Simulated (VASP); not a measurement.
# ZnS (P6_3mc) in VASP: a series of runs, part 2 of 2

VASP 6.6.1. The steps go on from the part before.

## 5. Single point, r2SCAN (strain +0.080 along x and y, -0.080 along z)

POSCAR

```
ZnS
1.0
    4.1112594871      0.0000000000      0.0000000000
   -2.0556297435      3.5604551574      0.0000000000
    0.0000000000      0.0000000000      5.7460763399
Zn S
2 2
Direct
    0.3333333333      0.6666666667      0.0053880710
    0.6666666667      0.3333333333      0.5053880710
    0.3333333333      0.6666666667      0.3796119290
    0.6666666667      0.3333333333      0.8796119290
```

INCAR.step1

```
PREC = Accurate
ENCUT = 520
ISMEAR = 0
SIGMA = 0.05
LREAL = False
LASPH = True
NELM = 100
NBANDS = 26
GGA = PE
ALGO = Normal
EDIFF = 1E-4
LWAVE = True
LCHARG = False
```

INCAR.step2

```
PREC = Accurate
ENCUT = 520
EDIFF = 1E-6
ISMEAR = 0
SIGMA = 0.05
LREAL = False
LASPH = True
NELM = 100
ALGO = Normal
ISIF = 2
LWAVE = False
LCHARG = True
METAGGA = R2SCAN
LMIXTAU = True
LELF = True
LVHAR = True
NBANDS = 26
ISTART = 1
```

KPOINTS

```
regular mesh
0
Gamma
  6 6 4
```

Started as:

```sh
> cat potpaw_PBE.64/Zn/POTCAR potpaw_PBE.64/S/POTCAR > POTCAR
> cp INCAR.step1 INCAR
> mpirun -np 1 vasp_std > vasp.out
> cp INCAR.step2 INCAR
> mpirun -np 1 vasp_std > vasp.out
```

Run time: 65 s. Hardware: 1 thread of Intel Xeon 6975P-C (Granite Rapids), shared host; peak memory 0.23 GiB.

It converged, with:

| Quantity | Value |
| --- | --- |
| Free energy | -37.0364 eV |
| Pressure | -1.4 GPa |
| Largest force | 1.466 eV/Å |
| Band gap on the k mesh | 2.40 eV |

Forces on the atoms (eV/Å):
```
Zn   0.000  0.000 -1.466
Zn   0.000  0.000 -1.466
S    0.000  0.000  1.466
S    0.000  0.000  1.466
```

Stress tensor (GPa, compression positive):
```
-8.98  0.00  0.00
 0.00 -8.98  0.00
 0.00  0.00 13.84
```

Levels at points of the mesh, in eV from the valence-band top:
```csv
k point,band 14,band 15,band 16,band 17,band 18,band 19,band 20,band 21,band 22,band 23
"(0.00, 0.00, 0.00)",-1.43,-1.43,-0.11,-0.11,0.00,2.40,2.42,6.21,6.21,8.10
"(0.50, 0.00, 0.00)",-3.44,-3.13,-2.53,-1.61,-0.59,3.40,4.70,6.12,6.98,8.31
"(0.00, 0.00, 0.50)",-2.46,-0.80,-0.80,-0.80,-0.80,3.49,3.49,6.65,6.65,6.65
"(0.50, 0.00, 0.50)",-4.57,-1.65,-1.65,-1.06,-1.06,4.05,4.05,6.29,6.29,9.12
```

Caveat: the cell differs from its parent crystal (strain +0.080 along x and y, -0.080 along z); the PAW data sets were made with another functional, which shifts forces and pressure a little. A k mesh can miss the band edges.

## 6. Single point, r2SCAN (strain +0.000 along x and y, +0.080 along z)

POSCAR

```
ZnS
1.0
    3.8067217473      0.0000000000      0.0000000000
   -1.9033608736      3.2967177383      0.0000000000
    0.0000000000      0.0000000000      6.7453939643
Zn S
2 2
Direct
    0.3333333333      0.6666666667      0.0053880710
    0.6666666667      0.3333333333      0.5053880710
    0.3333333333      0.6666666667      0.3796119290
    0.6666666667      0.3333333333      0.8796119290
```

INCAR.step1

```
ALGO = Normal ; EDIFF = 1E-4
ENCUT = 520 ; GGA = PE
ISMEAR = 0 ; LASPH = True
LCHARG = False ; LREAL = False
LWAVE = True ; NBANDS = 26
NELM = 80 ; PREC = Accurate
SIGMA = 0.05
```

INCAR.step2

```
ALGO = Normal ; EDIFF = 1E-6
ENCUT = 520 ; ISIF = 2
ISMEAR = 0 ; ISTART = 1
LASPH = True ; LCHARG = True
LELF = True ; LMIXTAU = True
LREAL = False ; LVHAR = True
LWAVE = False ; METAGGA = R2SCAN
NBANDS = 26 ; NELM = 80
PREC = Accurate ; SIGMA = 0.05
```

KPOINTS

```
k-points
0
Gamma
  6 6 4
```

Potentials or basis: VASP PAW PBE potentials, release 64 (Zn, S).

Started as:

```sh
> cat potpaw_PBE.64/Zn/POTCAR potpaw_PBE.64/S/POTCAR > POTCAR
> cp INCAR.step1 INCAR
> mpirun -np 1 vasp_std > vasp.out
> cp INCAR.step2 INCAR
> mpirun -np 1 vasp_std > vasp.out
```

OUTCAR:

```text
EDIFF = 1E-6
   ENCUT = 520
   ISIF = 2
   ISMEAR = 0
   ISTART = 1
   LASPH = True
   LREAL = False
   METAGGA = R2SCAN
   NELM = 80
   PREC = Accurate

 ion  position               nearest neighbor table
   1  0.333  0.667  0.005-   4 2.36   4 2.36   4 2.36   3 2.52
   2  0.667  0.333  0.505-   3 2.36   3 2.36   3 2.36   4 2.52
   3  0.333  0.667  0.380-   2 2.36   2 2.36   2 2.36   1 2.52
   4  0.667  0.333  0.880-   1 2.36   1 2.36   1 2.36   2 2.52

  LATTYP: Found a hexagonal cell.
 ALAT       =     3.8067217473
 C/A-ratio  =     1.7719692723

  Lattice vectors:

 A1 = (   3.8067217473,   0.0000000000,   0.0000000000)
 A2 = (  -1.9033608736,   3.2967177383,   0.0000000000)
 A3 = (   0.0000000000,   0.0000000000,   6.7453939643)

Analysis of symmetry for initial positions (statically):
=====================================================================
 Subroutine PRICEL returns:
 Original cell was already a primitive cell.

 Routine SETGRP: Setting up the symmetry group for a
 hexagonal supercell.

 Subroutine GETGRP returns: Found 12 space group operations
 (whereof  6 operations were pure point group operations)
 out of a pool of 24 trial point group operations.

The static configuration has the point symmetry C_3v.
 The point group associated with its full space group is C_6v.

Analysis of symmetry for dynamics (positions and initial velocities):
=====================================================================
 Subroutine PRICEL returns:
 Original cell was already a primitive cell.

 Routine SETGRP: Setting up the symmetry group for a
 hexagonal supercell.

 Subroutine GETGRP returns: Found 12 space group operations
 (whereof  6 operations were pure point group operations)
 out of a pool of 24 trial point group operations.

The dynamic configuration has the point symmetry C_3v.
 The point group associated with its full space group is C_6v.

 Subroutine INISYM returns: Found 12 space group operations
 (whereof  6 operations are pure point group operations),
 and found     1 'primitive' translations

----------------------------------------------------------------------------------------

                                     Primitive cell

  volume of cell :      84.6526

  direct lattice vectors                    reciprocal lattice vectors
     3.806721747  0.000000000  0.000000000     0.262693222  0.151666002  0.000000000
    -1.903360874  3.296717738  0.000000000     0.000000000  0.303332005  0.000000000
     0.000000000  0.000000000  6.745393964     0.000000000  0.000000000  0.148249310

  length of vectors
     3.806721747  3.806721747  6.745393964     0.303332005  0.303332005  0.148249310

  position of ions in fractional coordinates (direct lattice)
     0.333333333  0.666666667  0.005388071
     0.666666667  0.333333333  0.505388071
     0.333333333  0.666666667  0.379611929
     0.666666667  0.333333333  0.879611929

  ion indices of the primitive-cell ions
   primitive index   ion index
                 1           1
                 2           2
                 3           3
                 4           4

----------------------------------------------------------------------------------------

 KPOINTS: k-points

Automatic generation of k-mesh.
 Grid dimensions read from file:
 generate k-points for:    6    6    4

 Generating k-lattice:

  Cartesian coordinates                     Fractional coordinates (reciprocal lattice)
     0.043782204  0.025277667  0.000000000     0.166666667  0.000000000  0.000000000
     0.000000000  0.050555334  0.000000000     0.000000000  0.166666667  0.000000000
     0.000000000  0.000000000  0.037062327     0.000000000  0.000000000  0.250000000

  Length of vectors
     0.050555334  0.050555334  0.037062327

  Shift w.r.t. Gamma in fractional coordinates (k-lattice)
     0.000000000  0.000000000  0.000000000

 Subroutine IBZKPT returns following result:
 ===========================================

 Found     21 irreducible k-points:

 Following reciprocal coordinates:
            Coordinates               Weight
  0.000000  0.000000  0.000000      1.000000
  0.166667 -0.000000  0.000000      6.000000
  0.333333  0.000000  0.000000      6.000000
  0.500000 -0.000000  0.000000      3.000000
  0.166667  0.166667  0.000000      6.000000
  0.333333  0.166667  0.000000     12.000000
[... 13 lines left out ...]
  0.333333  0.166667  0.500000     12.000000
  0.333333  0.333333  0.500000      2.000000
   k-points           NKPTS =     21   k-points in BZ     NKDIM =     21   number of bands    NBANDS=     26
   number of dos      NEDOS =    301   number of ions     NIONS =      4
   total plane-waves  NPLWV =  39200
   dimension x,y,z NGX =    28 NGY =   28 NGZ =   50
   dimension x,y,z NGXF=    56 NGYF=   56 NGZF=  100
   ions per type =               2   2
   NGX,Y,Z   is equivalent  to a cutoff of  12.23, 12.23, 12.32 a.u.
   NGXF,Y,Z  is equivalent  to a cutoff of  24.46, 24.46, 24.65 a.u.
 SYSTEM =  unknown system
   PREC   = accura    normal or accurate (medium, high low for compatibility)
   ISTART =      1    job   : 0-new  1-cont  2-samecut
   ICHARG =      0    charge: 1-file 2-atom 10-const
   ISPIN  =      1    spin polarized calculation?
   LNONCOLLINEAR =      F non collinear calculations
   LSORBIT =      F    spin-orbit coupling
   LASPH  =      T    aspherical Exc in radial PAW
   ENCUT  =  520.0 eV  38.22 Ry    6.18 a.u.   7.08  7.08 12.54*2*pi/ulx,y,z
   NELM   =     80;   NELMIN=  2; NELMDL=  0     # of ELM steps
   EDIFF  = 0.1E-05   stopping-criterion for ELM
   LREAL  =      F    real-space projection
   EDIFFG = 0.1E-04   stopping-criterion for IOM
   NSW    =      0    number of steps for IOM
   IBRION =     -1    ionic relax: 0-MD 1-quasi-New 2-CG
   NFREE  =      0    steps in history (QN), initial steepest desc. (CG)
   ISIF   =      2    stress and relaxation
   ISYM   =      2    0-nonsym 1-usesym 2-fastsym
   POTIM  = 0.5000    time-step for ionic-motion
   TEBEG  =    0.0;   TEEND  =   0.0 temperature during run
   PSTRESS=    0.0 pullay stress
   NELECT =      36.0000    total number of electrons
   NUPDOWN=      -1.0000    fix difference up-down
   EMIN   =  10.00;   EMAX   =-10.00  energy-range for DOS
   EFERMI =   0.00;   METHOD = LEGACY
   ISMEAR =     0;   SIGMA  =   0.05  broadening in eV -4-tet -1-fermi 0-gaus
   EFERMI_NEDOS =   21; number of points for ismear=-14 and -15
   IALGO  =     38    algorithm
   IMIX   =      4    mixing-type and parameters
     AMIX     =   0.40;   BMIX     =  1.00
     AMIX_MAG =   1.60;   BMIX_MAG =  1.00
  volume/ion in A,a.u.               =      21.16       142.82
  Fermi-wavevector in a.u.,A,eV,Ry     =   1.231106  2.326454 20.621303  1.515623
  Thomas-Fermi vector in A             =   2.365929
   LORBIT       =      0    0 simple, 1 ext, 2 COOP (PROOUT), +10 PAW based schemes
   METAGGA = R2SCAN    functional components
   LHFCALC =     F    Hartree Fock is set to
   AEXX    =    0.0000 exact exchange contribution
   IVDW    =     0    specifies the selected vdW correction
   LEPSILON=     F    determine dielectric tensor
   LRPA    =     F    only Hartree local field effects (RPA)
 non-spin polarized calculation
 Gauss-broadening in eV      SIGMA  =   0.05
  energy-cutoff  :      520.00
  volume of cell :       84.65
 maximum number of plane-waves:      2295
   NGX = 15   NGY = 15   NGZ = 25

 number of electron      35.9999970 magnetization

 Free energy of the ion-electron system (eV)
  ---------------------------------------------------
  ext. energy  EPLUGINS =         0.00000000
  ---------------------------------------------------
  free energy    TOTEN  =       -37.50193153 eV

  energy without entropy =      -37.50193153  energy(sigma->0) =      -37.50193153

 E-fermi :   1.5899     XC(G=0):  -9.9260

 val. band max:        1.3249447366   @ k =   0.0000   0.0000   0.0000
 cond. band min:       3.5106056874   @ k =   0.0000   0.0000   0.0000
 fundamental gap:      2.1856609508
 Fermi energy:         1.5899404795

 k-point     1 :       0.0000    0.0000    0.0000
  band No.  band energies     occupation
      1     -12.0107      2.00000
      2     -11.3451      2.00000
      3      -5.0646      2.00000
      4      -5.0646      2.00000
      5      -5.0260      2.00000
      6      -5.0051      2.00000
[... 598 lines left out ...]
     25      11.5799      0.00000
     26      11.5799      0.00000

------------------------ aborting loop because EDIFF is reached ----------------------------------------

  FORCE on cell =-STRESS in cart. coord.  units (eV):
  Direction    XX          YY          ZZ          XY          YZ          ZX
  --------------------------------------------------------------------------------------
  -------------------------------------------------------------------------------------
  Total       -1.0087622     -1.0087622     -5.1766825     -0.0000000      0.0000000      0.0000000
  in kB      -19.0923403    -19.0923403    -97.9764929     -0.0000000      0.0000000      0.0000000
  external PRESSURE =     -45.3870579 kB  Pullay stress =       0.0000000 kB

 VOLUME and BASIS-vectors are now :
 -----------------------------------------------------------------------------
  energy-cutoff  :      520.00
  volume of cell :       84.65
      direct lattice vectors                 reciprocal lattice vectors
     3.806721747  0.000000000  0.000000000     0.262693222  0.151666002  0.000000000
    -1.903360874  3.296717738  0.000000000     0.000000000  0.303332005  0.000000000
     0.000000000  0.000000000  6.745393964     0.000000000  0.000000000  0.148249310

 POSITION                                       TOTAL-FORCE (eV/Angst)
 -----------------------------------------------------------------------------------
     -0.00000      2.19781      0.03634         0.000000     -0.000000      0.138673
      1.90336      1.09891      3.40904        -0.000000     -0.000000      0.138673
     -0.00000      2.19781      2.56063         0.000000      0.000000     -0.138673
      1.90336      1.09891      5.93333         0.000000     -0.000000     -0.138673
 -----------------------------------------------------------------------------------
    total drift:                               -0.000000      0.000000      0.035766

  FREE ENERGIE OF THE ION-ELECTRON SYSTEM (eV)
  ---------------------------------------------------
  free  energy   TOTEN  =       -37.5019315312 eV

  energy  without entropy=      -37.5019315312  energy(sigma->0) =      -37.50193153
```

Run time: 75 s. Hardware: 1 thread of Intel Xeon 6975P-C (Granite Rapids), shared host; peak memory 0.22 GiB.

Results:

| Quantity | Value |
| --- | --- |
| Free energy | -37.5019 eV |
| Pressure | -4.5 GPa |
| Largest force | 0.139 eV/Å |
| Band gap on the k mesh | 2.19 eV |

Forces on the atoms (eV/Å):
```
Zn   0.000  0.000  0.139
Zn   0.000  0.000  0.139
S    0.000  0.000 -0.139
S    0.000  0.000 -0.139
```

Stress tensor (GPa, compression positive):
```
-1.91  0.00  0.00
 0.00 -1.91  0.00
 0.00  0.00 -9.80
```

Levels at points of the mesh, in eV from the valence-band top:
```csv
k point,band 14,band 15,band 16,band 17,band 18,band 19,band 20,band 21,band 22,band 23
"(0.00, 0.00, 0.00)",-0.62,-0.62,-0.39,0.00,0.00,2.19,3.91,6.44,7.10,7.10
"(0.50, 0.00, 0.00)",-4.16,-3.01,-1.90,-1.59,-0.94,4.22,4.30,5.17,6.83,7.56
"(0.00, 0.00, 0.50)",-3.00,-0.32,-0.32,-0.32,-0.32,4.02,4.02,6.67,6.67,7.51
"(0.50, 0.00, 0.50)",-4.71,-1.75,-1.75,-1.45,-1.45,3.66,3.66,5.52,5.52,9.19
```

Caveat: the cell differs from its parent crystal (strain +0.000 along x and y, +0.080 along z); the cell stands under tension; the PAW data sets were made with another functional, which shifts forces and pressure a little.

## 7. Overview

```tsv
cell	gap on the mesh (eV)	pressure (GPa)	largest force (eV/Å)
a = 3.959, b = 3.959, c = 5.746 Å, angles 90.0, 90.0, 120.0°, 4 atoms	2.67	2.8	1.36
a = 3.807, b = 3.807, c = 6.496 Å, angles 90.0, 90.0, 120.0°, 4 atoms	2.49	-2.6	0.15
a = 3.959, b = 3.959, c = 5.996 Å, angles 90.0, 90.0, 120.0°, 4 atoms	2.59	-1.8	0.60
a = 4.111, b = 4.111, c = 5.746 Å, angles 90.0, 90.0, 120.0°, 4 atoms	2.40	-1.4	1.47
a = 3.807, b = 3.807, c = 6.745 Å, angles 90.0, 90.0, 120.0°, 4 atoms	2.19	-4.5	0.14
```

Alike in all rows: task single point; level r2SCAN; potentials or basis VASP PAW PBE potentials, release 64 (Zn, S); no spin polarisation; k mesh 6 × 6 × 4; cutoff (eV) 520; smearing gaussian 0.05 eV.

Caveats: the PAW data sets were made with another functional, which shifts forces and pressure a little; the cell stands under tension (at least some runs).

Total energies depend on the potentials used, so only differences within one code and one set of settings carry meaning.
